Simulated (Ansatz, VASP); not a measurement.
Na: VASP beside Ansatz

```
Na
1.0
    -1.89465    1.89465    2.69915
     1.89465   -1.89465    2.69915
     1.89465    1.89465   -2.69915
Na
1
Direct
  0.00000 0.00000 0.00000
```

Alike in both runs: task single point; functional PBEsol; k mesh 16 × 16 × 16; occupations gaussian, width 0.15 eV; no spin polarisation.

|  | VASP | Ansatz |
| --- | --- | --- |
| version | VASP 6.6.1 | Ansatz 0.2.0 |
| potentials or method | VASP PAW PBE potentials, release 64 (Na_pv), cutoff 520 eV | scalar-relativistic, plane waves, PAW |
| valence electrons in the cell | 7 | 9 |

```tsv
	VASP	Ansatz	Ansatz less VASP
gap on the k mesh at the Fermi level (eV)	none	none	-
pressure (GPa)	-0.5	-0.4	+0.02
```

VASP's potentials were made for PBE, not for PBEsol. A gap of «none» marks a metal or a gap that the smearing closes. VASP's potentials hold 7 valence electrons a cell and Ansatz's 9, so a difference there can come from the potentials and not from the codes.
